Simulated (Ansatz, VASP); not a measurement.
## SrC2N2O2 in VASP and in Ansatz

```
CELL_PARAMETERS angstrom
5.93100 3.42426 4.23267
-5.93100 3.42426 4.23267
0.00000 -6.84853 4.23267
ATOMIC_POSITIONS crystal
Sr 0.62520 0.26390 0.97230
Sr 0.97230 0.62520 0.26390
Sr 0.26390 0.97230 0.62520
Sr 0.47230 0.76390 0.12520
Sr 0.76390 0.12520 0.47230
Sr 0.12520 0.47230 0.76390
C 0.73830 0.66510 0.88310
C 0.88310 0.73830 0.66510
C 0.66510 0.88310 0.73830
C 0.38310 0.16510 0.23830
C 0.16510 0.23830 0.38310
C 0.23830 0.38310 0.16510
C 0.45850 0.42040 0.62820
C 0.62820 0.45850 0.42040
C 0.42040 0.62820 0.45850
C 0.12820 0.92040 0.95850
C 0.92040 0.95850 0.12820
C 0.95850 0.12820 0.92040
N 0.55020 0.59120 0.37530
N 0.37530 0.55020 0.59120
N 0.59120 0.37530 0.55020
N 0.87530 0.09120 0.05020
N 0.09120 0.05020 0.87530
N 0.05020 0.87530 0.09120
N 0.86400 0.63690 0.78530
N 0.78530 0.86400 0.63690
N 0.63690 0.78530 0.86400
N 0.28530 0.13690 0.36400
N 0.13690 0.36400 0.28530
N 0.36400 0.28530 0.13690
O 0.41010 0.33490 0.74680
O 0.74680 0.41010 0.33490
O 0.33490 0.74680 0.41010
O 0.24680 0.83490 0.91010
O 0.83490 0.91010 0.24680
O 0.91010 0.24680 0.83490
O 0.00730 0.71840 0.57430
O 0.57430 0.00730 0.71840
O 0.71840 0.57430 0.00730
O 0.07430 0.21840 0.50730
O 0.21840 0.50730 0.07430
O 0.50730 0.07430 0.21840
```

Alike in both runs: task electric field gradients; functional PBE; k mesh 3 × 3 × 3; occupations fermi-dirac, width 0.02 eV; no spin polarisation.

```csv
,VASP,Ansatz
version,VASP 6.6.1,Ansatz 0.2.0
potentials or method,"VASP PAW PBE potentials, release 64 (Sr_sv, C, N, O)","plane-wave PAW, scalar-relativistic"
plane-wave cutoff (eV),520,420
valence electrons in the cell,240,240
```

VASP gave:

```
gap on the k mesh at the Fermi level (eV)                     : 4.16
pressure (GPa)                                                : 5.4
traceless stress, the component that is largest in VASP (GPa) : -4.08
rms of the force components (eV/Å)                            : 0.432
size of Vzz on the site where it differs most (V/Å²)          : 36.5
```

Problem. Which values does Ansatz return?

Solution. gap on the k mesh at the Fermi level (eV): 4.17; pressure (GPa): 4.7; traceless stress, the component that is largest in VASP (GPa): -3.34; rms of the force components (eV/Å): 0.429; size of Vzz on the site where it differs most (V/Å²): 26.9.

Atom by atom the forces differ by 0.093 eV/Å (rms over components).
